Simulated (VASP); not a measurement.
# SiC (P6_3mc) in VASP: relaxation of cell and atoms with PBE

Aim: the relaxation of cell and atoms of SiC with PBE.

Program: VASP 6.6.1. These are calculated values, not measurements. Logs are shortened: lines on timing, memory, paths and dates and some standing lists are left out, and cuts for length are marked.

## (1) The cell of the first run

It takes space group P6_3mc (No. 186, hexagonal). The conventional cell has a = 3.095 Å, b = 3.095 Å, c = 15.170 Å, α = 90.00°, β = 90.00°, γ = 120.00°. Si (site symmetry 3m) has 4 C at 1.90 Å within 2.5 Å. Si (site symmetry 3m) has 4 C at 1.90 Å within 2.5 Å. Si (site symmetry 3m) has 4 C at 1.90 Å within 2.5 Å. Within 2.5 Å of C (site symmetry 3m) lie 4 Si at 1.90 Å. Within 2.5 Å of C (site symmetry 3m) lie 4 Si at 1.90 Å. C (site symmetry 3m) has 4 Si at 1.90 Å within 2.5 Å.

## (2) Relaxation of cell and atoms, PBE

The input, INCAR:

```
SYSTEM = SiC
PREC = Accurate
ENCUT = 600
EDIFF = 1E-6
ISMEAR = 0
SIGMA = 0.02
LREAL = .FALSE.
LASPH = .TRUE.
NELM = 60
ALGO = Normal
ISIF = 3
LWAVE = .FALSE.
LCHARG = .FALSE.
GGA = PE
IBRION = 2
NSW = 100
EDIFFG = -0.005
```

The input, KPOINTS:

```
regular mesh
0
G
  12 12 2
  0 0 0
```

The input, POSCAR:

```
SiC
1.0
    3.0950000000      0.0000000000      0.0000000000
   -1.5475000000      2.6803486247      0.0000000000
    0.0000000000      0.0000000000     15.1700000000
Si C
6 6
Direct
    0.0000000000      0.0000000000      0.1250000000
    0.0000000000      0.0000000000      0.6250000000
    0.3333333333      0.6666666667      0.2917000000
    0.6666666667      0.3333333333      0.7917000000
    0.3333333333      0.6666666667      0.9583000000
    0.6666666667      0.3333333333      0.4583000000
    0.0000000000      0.0000000000      0.0000000000
    0.0000000000      0.0000000000      0.5000000000
    0.3333333333      0.6666666667      0.1667000000
    0.6666666667      0.3333333333      0.6667000000
    0.3333333333      0.6666666667      0.8333000000
    0.6666666667      0.3333333333      0.3333000000
```

Potentials or basis: VASP PAW PBE potentials, release 64 (Si, C).

The run is started by

```sh
$ cat potpaw_PBE.64/Si/POTCAR potpaw_PBE.64/C/POTCAR > POTCAR
$ mpirun -np 1 vasp_std > vasp.out
```

OUTCAR:

```text
SYSTEM = SiC
   PREC = Accurate
   ENCUT = 600
   EDIFF = 1E-6
   ISMEAR = 0
   LREAL = .FALSE.
   LASPH = .TRUE.
   NELM = 60
   ISIF = 3
   GGA = PE
   IBRION = 2
   NSW = 100
   EDIFFG = -0.005

 ion  position               nearest neighbor table
   1  0.000  0.000  0.125-   9 1.90   9 1.90   9 1.90   7 1.90   5 3.10   3 3.10   3 3.10   5 3.10
                             5 3.10   3 3.10
   2  0.000  0.000  0.625-  10 1.90  10 1.90  10 1.90   8 1.90   6 3.10   4 3.10   6 3.10   4 3.10
                             4 3.10   6 3.10
   3  0.333  0.667  0.292-  12 1.90  12 1.90  12 1.90   9 1.90   6 3.10   6 3.10   6 3.10   1 3.10
                             1 3.10   1 3.10
   4  0.667  0.333  0.792-  11 1.90  11 1.90  11 1.90  10 1.90   5 3.10   5 3.10   5 3.10   2 3.10
                             2 3.10   2 3.10
   5  0.333  0.667  0.958-   7 1.90   7 1.90   7 1.90  11 1.90   4 3.10   4 3.10   4 3.10   1 3.10
                             1 3.10   1 3.10
   6  0.667  0.333  0.458-   8 1.90   8 1.90   8 1.90  12 1.90   3 3.10   3 3.10   3 3.10   2 3.10
                             2 3.10   2 3.10
   7  0.000  0.000  0.000-   5 1.90   5 1.90   5 1.90   1 1.90
   8  0.000  0.000  0.500-   6 1.90   6 1.90   6 1.90   2 1.90
   9  0.333  0.667  0.167-   1 1.90   1 1.90   1 1.90   3 1.90
  10  0.667  0.333  0.667-   2 1.90   2 1.90   2 1.90   4 1.90
  11  0.333  0.667  0.833-   4 1.90   4 1.90   4 1.90   5 1.90
  12  0.667  0.333  0.333-   3 1.90   3 1.90   3 1.90   6 1.90

  LATTYP: Found a hexagonal cell.
 ALAT       =     3.0950000000
 C/A-ratio  =     4.9014539580

  Lattice vectors:

 A1 = (   3.0950000000,   0.0000000000,   0.0000000000)
 A2 = (  -1.5475000000,   2.6803486247,   0.0000000000)
 A3 = (   0.0000000000,   0.0000000000,  15.1700000000)

Analysis of symmetry for initial positions (statically):
=====================================================================
 Subroutine PRICEL returns:
 Original cell was already a primitive cell.

 Routine SETGRP: Setting up the symmetry group for a
 hexagonal supercell.

 Subroutine GETGRP returns: Found 12 space group operations
 (whereof  6 operations were pure point group operations)
 out of a pool of 24 trial point group operations.

The static configuration has the point symmetry C_3v.
 The point group associated with its full space group is C_6v.

Analysis of symmetry for dynamics (positions and initial velocities):
=====================================================================
 Subroutine PRICEL returns:
 Original cell was already a primitive cell.

 Routine SETGRP: Setting up the symmetry group for a
 hexagonal supercell.

 Subroutine GETGRP returns: Found 12 space group operations
 (whereof  6 operations were pure point group operations)
 out of a pool of 24 trial point group operations.

The dynamic configuration has the point symmetry C_3v.
 The point group associated with its full space group is C_6v.

 Subroutine INISYM returns: Found 12 space group operations
 (whereof  6 operations are pure point group operations),
 and found     1 'primitive' translations

----------------------------------------------------------------------------------------

                                     Primitive cell

  volume of cell :     125.8455

  direct lattice vectors                    reciprocal lattice vectors
     3.095000000  0.000000000  0.000000000     0.323101777  0.186542898  0.000000000
    -1.547500000  2.680348625  0.000000000     0.000000000  0.373085796  0.000000000
     0.000000000  0.000000000 15.170000000     0.000000000  0.000000000  0.065919578

  length of vectors
     3.095000000  3.095000000 15.170000000     0.373085796  0.373085796  0.065919578

  position of ions in fractional coordinates (direct lattice)
     0.000000000  0.000000000  0.125000000
     0.000000000  0.000000000  0.625000000
     0.333333333  0.666666667  0.291700000
     0.666666667  0.333333333  0.791700000
     0.333333333  0.666666667  0.958300000
     0.666666667  0.333333333  0.458300000
     0.000000000  0.000000000  0.000000000
     0.000000000  0.000000000  0.500000000
     0.333333333  0.666666667  0.166700000
     0.666666667  0.333333333  0.666700000
     0.333333333  0.666666667  0.833300000
     0.666666667  0.333333333  0.333300000

  ion indices of the primitive-cell ions
   primitive index   ion index
                 1           1
                 2           2
                 3           3
                 4           4
                 5           5
                 6           6
                 7           7
                 8           8
                 9           9
                10          10
                11          11
                12          12

----------------------------------------------------------------------------------------

 KPOINTS: regular mesh

Automatic generation of k-mesh.
 Grid dimensions read from file:
 generate k-points for:   12   12    2

 Generating k-lattice:

  Cartesian coordinates                     Fractional coordinates (reciprocal lattice)
     0.026925148  0.015545241  0.000000000     0.083333333  0.000000000  0.000000000
     0.000000000  0.031090483  0.000000000     0.000000000  0.083333333  0.000000000
     0.000000000  0.000000000  0.032959789     0.000000000  0.000000000  0.500000000

  Length of vectors
     0.031090483  0.031090483  0.032959789

  Shift w.r.t. Gamma in fractional coordinates (k-lattice)
     0.000000000  0.000000000  0.000000000

 Subroutine IBZKPT returns following result:
 ===========================================

 Found     38 irreducible k-points:

 Following reciprocal coordinates:
            Coordinates               Weight
  0.000000  0.000000  0.000000      1.000000
  0.083333  0.000000  0.000000      6.000000
  0.166667  0.000000  0.000000      6.000000
  0.250000  0.000000  0.000000      6.000000
  0.333333  0.000000  0.000000      6.000000
  0.416667 -0.000000  0.000000      6.000000
[... 16 lines left out ...]
  0.250000  0.000000  0.500000      6.000000
  0.333333  0.000000  0.500000      6.000000
 [... further k-points ...]
   k-points           NKPTS =     38   k-points in BZ     NKDIM =     38   number of bands    NBANDS=     31
   number of dos      NEDOS =    301   number of ions     NIONS =     12
   total plane-waves  NPLWV =  98784
   dimension x,y,z NGX =    28 NGY =   28 NGZ =  126
   dimension x,y,z NGXF=    56 NGYF=   56 NGZF=  252
   ions per type =               6   6
   NGX,Y,Z   is equivalent  to a cutoff of  15.04, 15.04, 13.81 a.u.
   NGXF,Y,Z  is equivalent  to a cutoff of  30.08, 30.08, 27.62 a.u.
 SYSTEM =  SiC
   PREC   = accura    normal or accurate (medium, high low for compatibility)
   ISTART =      0    job   : 0-new  1-cont  2-samecut
   ICHARG =      2    charge: 1-file 2-atom 10-const
   ISPIN  =      1    spin polarized calculation?
   LNONCOLLINEAR =      F non collinear calculations
   LSORBIT =      F    spin-orbit coupling
   LASPH  =      T    aspherical Exc in radial PAW
   ENCUT  =  600.0 eV  44.10 Ry    6.64 a.u.   6.18  6.18 30.30*2*pi/ulx,y,z
   NELM   =     60;   NELMIN=  2; NELMDL= -5     # of ELM steps
   EDIFF  = 0.1E-05   stopping-criterion for ELM
   LREAL  =      F    real-space projection
   EDIFFG = -.5E-02   stopping-criterion for IOM
   NSW    =    100    number of steps for IOM
   IBRION =      2    ionic relax: 0-MD 1-quasi-New 2-CG
   NFREE  =      1    steps in history (QN), initial steepest desc. (CG)
   ISIF   =      3    stress and relaxation
   ISYM   =      2    0-nonsym 1-usesym 2-fastsym
   POTIM  = 0.5000    time-step for ionic-motion
   TEBEG  =    0.0;   TEEND  =   0.0 temperature during run
   PSTRESS=    0.0 pullay stress
   NELECT =      48.0000    total number of electrons
   NUPDOWN=      -1.0000    fix difference up-down
   EMIN   =  10.00;   EMAX   =-10.00  energy-range for DOS
   EFERMI =   0.00;   METHOD = LEGACY
   ISMEAR =     0;   SIGMA  =   0.02  broadening in eV -4-tet -1-fermi 0-gaus
   EFERMI_NEDOS =   21; number of points for ismear=-14 and -15
   IALGO  =     38    algorithm
   IMIX   =      4    mixing-type and parameters
     AMIX     =   0.40;   BMIX     =  1.00
     AMIX_MAG =   1.60;   BMIX_MAG =  1.00
  volume/ion in A,a.u.               =      10.49        70.77
  Fermi-wavevector in a.u.,A,eV,Ry     =   1.187252  2.243580 19.178312  1.409566
  Thomas-Fermi vector in A             =   2.323407
   LORBIT       =      0    0 simple, 1 ext, 2 COOP (PROOUT), +10 PAW based schemes
   GGA     = PE    functional components
   LHFCALC =     F    Hartree Fock is set to
   AEXX    =    0.0000 exact exchange contribution
   IVDW    =     0    specifies the selected vdW correction
   LEPSILON=     F    determine dielectric tensor
   LRPA    =     F    only Hartree local field effects (RPA)
 conjugate gradient relaxation of ions
 non-spin polarized calculation
 Gauss-broadening in eV      SIGMA  =   0.02
  energy-cutoff  :      600.00
  volume of cell :      125.85
 maximum number of plane-waves:      4225
 NGX is ok and might be reduce to    28
   NGX = 13   NGY = 13   NGZ = 61

--------------------------------------- Ionic step        1  -------------------------------------------

 number of electron      47.9999999 magnetization

 Free energy of the ion-electron system (eV)
  ---------------------------------------------------
  ext. energy  EPLUGINS =         0.00000000
  ---------------------------------------------------
  free energy    TOTEN  =       -90.38084878 eV

  energy without entropy =      -90.38084878  energy(sigma->0) =      -90.38084878

------------------------ aborting loop because EDIFF is reached ----------------------------------------

  FORCE on cell =-STRESS in cart. coord.  units (eV):
  Direction    XX          YY          ZZ          XY          YZ          ZX
  --------------------------------------------------------------------------------------
  -------------------------------------------------------------------------------------
  Total       -0.1664909     -0.1664909      0.4409651      0.0000000      0.0000000      0.0000000
  in kB       -2.1196470     -2.1196470      5.6140632      0.0000000      0.0000000      0.0000000
  external PRESSURE =       0.4582564 kB  Pullay stress =       0.0000000 kB
[... 123 lines left out ...]
  energy  without entropy=      -90.3817570673  energy(sigma->0) =      -90.38175707

--------------------------------------- Ionic step        4  -------------------------------------------

 number of electron      47.9999999 magnetization

 Free energy of the ion-electron system (eV)
  ---------------------------------------------------
  ext. energy  EPLUGINS =         0.00000000
  ---------------------------------------------------
  free energy    TOTEN  =       -90.38188218 eV

  energy without entropy =      -90.38188218  energy(sigma->0) =      -90.38188218

 E-fermi :   8.1361     XC(G=0): -11.2942

 val. band max:        7.9975332051   @ k =   0.0000   0.0000   0.0000
 cond. band min:      10.0271038936   @ k =   0.5000   0.0000   0.0000
 fundamental gap:      2.0295706885
 Fermi energy:         8.1361297011

 k-point     1 :       0.0000    0.0000    0.0000
  band No.  band energies     occupation
      1      -7.3501      2.00000
      2      -6.8350      2.00000
      3      -6.7984      2.00000
      4      -5.3231      2.00000
      5      -5.2948      2.00000
      6      -3.8352      2.00000
[... 805 lines left out ...]
     30      13.2547      0.00000
     31      13.9987      0.00000

 [... further k-points ...]
[... 5 lines left out ...]
  --------------------------------------------------------------------------------------
  -------------------------------------------------------------------------------------
  Total       -0.0031443     -0.0031443     -0.0060514      0.0000000      0.0000000      0.0000000
  in kB       -0.0400219     -0.0400219     -0.0770237      0.0000000      0.0000000      0.0000000
  external PRESSURE =      -0.0523558 kB  Pullay stress =       0.0000000 kB
[... 27 lines left out ...]
  FREE ENERGIE OF THE ION-ELECTRON SYSTEM (eV)
  ---------------------------------------------------
  free  energy   TOTEN  =       -90.3818821801 eV

  energy  without entropy=      -90.3818821801  energy(sigma->0) =      -90.38188218

 reached required accuracy - stopping structural energy minimisation
```

Wall time 9.5 min (1 thread of Oxide Virtual Turin-like, shared host); peak memory 0.35 GiB.

Results:

```
Free energy                            : -90.3819 eV
Relaxed volume                         : 10.49 Å³/atom
Relaxed cell                           : a = 3.094 Å, b = 3.094 Å, c = 15.182 Å, α = 90.00°, β = 90.00°, γ = 120.00°
Space group after relaxing (to 0.05 Å) : P6_3mc (No. 186)
Energy gained by relaxing              : 0.1 meV/atom
Ionic steps                            : 4
Pressure after relaxing                : 0.0 GPa
Largest force after relaxing           : 0.004 eV/Å
Band gap on the k mesh                 : 2.03 eV, indirect (least direct gap 3.13 eV)
```

Forces in eV/Å, atoms in the order of the input:
```
Si   0.000  0.000 -0.001
Si   0.000  0.000 -0.001
Si   0.000  0.000  0.004
Si   0.000  0.000  0.004
Si   0.000  0.000 -0.003
Si   0.000  0.000 -0.003
C    0.000  0.000  0.001
C    0.000  0.000  0.001
C    0.000  0.000 -0.001
C    0.000  0.000 -0.001
C    0.000  0.000 -0.001
C    0.000  0.000 -0.001
```

The path:
| step | energy change (eV) | largest force (eV/Å) | pressure (GPa) | volume (Å³) |
| --- | --- | --- | --- | --- |
| 1 | 0.0000 | 0.1415 | 0.05 | 125.85 |
| 2 | -0.0001 | 0.1101 | -0.04 | 125.90 |
| 3 | -0.0009 | 0.0299 | 0.00 | 125.87 |
| 4 | -0.0010 | 0.0045 | -0.01 | 125.88 |

Final structure:
```cif
data_structure
_symmetry_space_group_name_H-M 'P 1'
_symmetry_Int_Tables_number 1
_cell_length_a 3.0941
_cell_length_b 3.0941
_cell_length_c 15.1824
_cell_angle_alpha 90.000
_cell_angle_beta 90.000
_cell_angle_gamma 120.000
_cell_volume 125.88
loop_
_atom_site_label
_atom_site_type_symbol
_atom_site_fract_x
_atom_site_fract_y
_atom_site_fract_z
_atom_site_occupancy
Si1 Si 0.00000 0.00000 0.12504 1
Si2 Si 0.00000 0.00000 0.62504 1
Si3 Si 0.33333 0.66667 0.29181 1
Si4 Si 0.66667 0.33333 0.79181 1
Si5 Si 0.33333 0.66667 0.95831 1
Si6 Si 0.66667 0.33333 0.45831 1
C1 C 0.00000 0.00000 0.99969 1
C2 C 0.00000 0.00000 0.49969 1
C3 C 0.33333 0.66667 0.16683 1
C4 C 0.66667 0.33333 0.66683 1
C5 C 0.33333 0.66667 0.83331 1
C6 C 0.66667 0.33333 0.33331 1
```

Levels at points of the mesh, in eV from the valence-band top:
| k point | band 22 | band 23 | band 24 | band 25 | band 26 | band 27 |
| --- | --- | --- | --- | --- | --- | --- |
| (0.00, 0.00, 0.00) | -0.04 | 0.00 | 0.00 | 5.06 | 5.23 | 5.64 |
| (0.50, 0.00, 0.00) | -1.77 | -1.65 | -1.10 | 2.03 | 2.21 | 3.19 |
| (0.00, 0.00, 0.50) | -0.10 | -0.10 | -0.10 | 5.13 | 5.13 | 5.87 |
| (0.50, 0.00, 0.50) | -1.70 | -1.30 | -1.30 | 2.07 | 2.07 | 3.41 |

A k mesh can miss the band edges. A hybrid or GW would open this gap; PBE tends to underestimate it.
